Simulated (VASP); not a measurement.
Set up this calculation in VASP 6.6.1, as the native input.

| Quantity | Value |
| --- | --- |
| Task | single point |
| Functional | r2SCAN |
| Potentials or basis | VASP PAW PBE potentials, release 64 (Hf_pv, O) |
| Cutoff | 520 eV |
| k mesh | 8 × 8 × 8 |
| Occupations | gaussian, width 0.02 eV |
| Spin | no spin polarisation |
| Dipole correction | no |
| Further INCAR settings | ALGO = Normal; EDIFF = 1e-07; NBANDS = 18 |

The system is HfO2.

```
Hf O
1.0
     0.00000    2.55251    2.55251
     2.55251    0.00000    2.55251
     2.55251    2.55251    0.00000
Hf O
1 2
Direct
  0.00000 0.00000 0.00000
  0.25000 0.25000 0.25000
  0.75000 0.75000 0.75000
```

This cell differs from its parent crystal: functional r2SCAN, strained.

The input as run:

POSCAR

```
HfO2
1.0
    0.0000000000      2.5525128750      2.5525128750
    2.5525128750      0.0000000000      2.5525128750
    2.5525128750      2.5525128750      0.0000000000
Hf O
1 2
Direct
    0.0000000000      0.0000000000      0.0000000000
    0.2500000000      0.2500000000      0.2500000000
    0.7500000000      0.7500000000      0.7500000000
```

INCAR.step1

```
  PREC = Accurate
  ENCUT = 520
  ISMEAR = 0
  SIGMA = 0.02
  LREAL = F
  LASPH = T
  NELM = 60
  NBANDS = 18
  GGA = PE
  ALGO = Normal
  EDIFF = 1E-4
  LWAVE = T
  LCHARG = F
```

INCAR.step2

```
  PREC = Accurate
  ENCUT = 520
  EDIFF = 1E-7
  ISMEAR = 0
  SIGMA = 0.02
  LREAL = F
  LASPH = T
  NELM = 60
  ALGO = Normal
  ISIF = 2
  LWAVE = F
  LCHARG = F
  METAGGA = R2SCAN
  LMIXTAU = T
  NBANDS = 18
  ISTART = 1
```

KPOINTS

```
regular mesh
0
Gamma
  8 8 8
```

Potentials or basis: VASP PAW PBE potentials, release 64 (Hf_pv, O).

Command:

```console
$ cat potpaw_PBE.64/Hf_pv/POTCAR potpaw_PBE.64/O/POTCAR > POTCAR
$ cp INCAR.step1 INCAR
$ mpirun -np 1 vasp_std > vasp.out
$ cp INCAR.step2 INCAR
$ mpirun -np 1 vasp_std > vasp.out
```

Results of the run:

| Item | Value |
| --- | --- |
| Pressure | -10.7 GPa |
| Band gap on the k mesh | 4.23 eV, direct |

Caveat: the cell differs from its parent crystal (functional r2SCAN, strained); the PAW data sets were made with another functional, which shifts forces and pressure a little; spin-orbit coupling is left out, which moves the levels of the heavy elements.

It took 2.1 min on 1 thread of AMD EPYC 7R43 64-Core Processor (Zen 3), on a shared host, peak memory 0.14 GiB.
